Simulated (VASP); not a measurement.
A run of VASP 6.6.1:

INCAR

```
SYSTEM = HfB3
PREC = Accurate
ENCUT = 520
EDIFF = 1E-7
ISMEAR = 0
SIGMA = 0.1
LREAL = .FALSE.
LASPH = .TRUE.
NELM = 100
ALGO = Normal
ISIF = 2
LWAVE = .FALSE.
LCHARG = .TRUE.
GGA = PE
LELF = .TRUE.
LVHAR = .TRUE.
NBANDS = 18
```

KPOINTS

```
Automatic mesh
0
G
  14 14 14
  0 0 0
```

File POSCAR:

```
HfB3
1.0
   -2.2790273415      2.2790273415      2.2790273415
    2.2790273415     -2.2790273415      2.2790273415
    2.2790273415      2.2790273415     -2.2790273415
Hf B
1 3
Direct
    0.0000000000      0.0000000000      0.0000000000
    0.0000000000      0.5000000000      0.5000000000
    0.5000000000      0.0000000000      0.5000000000
    0.5000000000      0.5000000000      0.0000000000
```

Potentials or basis: VASP PAW PBE potentials, release 64 (Hf_pv, B).

Launch:

```console
$ cat potpaw_PBE.64/Hf_pv/POTCAR potpaw_PBE.64/B/POTCAR > POTCAR
$ mpirun -np 1 vasp_std > vasp.out
```

Hardware: 1 thread of Intel(R) Xeon(R) Platinum 8375C CPU @ 2.90GHz (Ice Lake), on a shared host.

Problem. Estimate the wall time of this run.

Solution. Wall time 61 s on 1 thread of Intel(R) Xeon(R) Platinum 8375C CPU @ 2.90GHz (Ice Lake), on a shared host, peak memory 0.22 GiB. Counts: scf iterations 14, k points 104.
